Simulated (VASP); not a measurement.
Runs of VASP 6.6.1 on B6As. The structure is that of space group R-3m (No. 166), or close to it. The cells are those of the table. 

```csv
task,cell,cutoff (eV),smearing,gap on the mesh (eV),pressure (GPa),largest force (eV/Å)
single point,"a = 5.299 Å, angles 70.6°, 14 atoms",520,gaussian 0.01 eV,2.62,0.6,0.03
single point,"a = 5.299 Å, angles 70.6°, 14 atoms",520,gaussian 0.02 eV,2.62,0.6,0.03
relaxation of shape and atoms at fixed volume,"relaxed from a = 5.187 Å, angles 70.7°, 14 atoms",600,gaussian 0.02 eV,(a),13.8,0.01
relaxation of shape and atoms at fixed volume,"relaxed from a = 5.126 Å, angles 70.9°, 14 atoms",600,gaussian 0.02 eV,2.58,21.9,0.01
```

Alike in all rows: level PBEsol; potentials or basis VASP PAW PBE potentials, release 64 (B, As); no spin polarisation; k mesh 6 × 6 × 6.

Problem. Estimate the missing entries.

Solution. (a) 2.60.

Caveats: the PAW data sets were made with another functional, which shifts forces and pressure a little.

A k mesh can miss the band edges, and the runs leave out spin-orbit coupling on As.
